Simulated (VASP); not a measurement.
A run of VASP 6.6.1:

INCAR

```
PREC = Accurate
ENCUT = 520
EDIFF = 1E-6
ISMEAR = -1
SIGMA = 0.05
LREAL = F
LASPH = T
NELM = 60
ALGO = Normal
ISIF = 2
LWAVE = F
LCHARG = F
GGA = PE
NBANDS = 29
```

The input KPOINTS:

```
regular mesh
0
Gamma
  4 4 4
```

POSCAR

```
Sr3Zn
1.0
    5.4799400000      0.0000000000      0.0000000000
    0.0000000000      5.4799400000      0.0000000000
    0.0000000000      0.0000000000      5.4799400000
Sr Zn
3 1
Direct
    0.5000000000      0.0000000000      0.5000000000
    0.5000000000      0.5000000000      0.0000000000
    0.0000000000      0.5000000000      0.5000000000
    0.0000000000      0.0000000000      0.0000000000
```

Potentials or basis: VASP PAW PBE potentials, release 64 (Sr_sv, Zn).

The run is started by

```sh
$ cat potpaw_PBE.64/Sr_sv/POTCAR potpaw_PBE.64/Zn/POTCAR > POTCAR
$ mpirun -np 1 vasp_std > vasp.out
```

Hardware: 1 thread of Intel(R) Xeon(R) Platinum 8375C CPU @ 2.90GHz (Ice Lake), on a shared host.

Q: How long does it take, and how much memory?

A: It took 46 s on 1 thread of Intel(R) Xeon(R) Platinum 8375C CPU @ 2.90GHz (Ice Lake) (shared host), peak memory 0.27 GiB. Counts: scf iterations 13, k points 10.
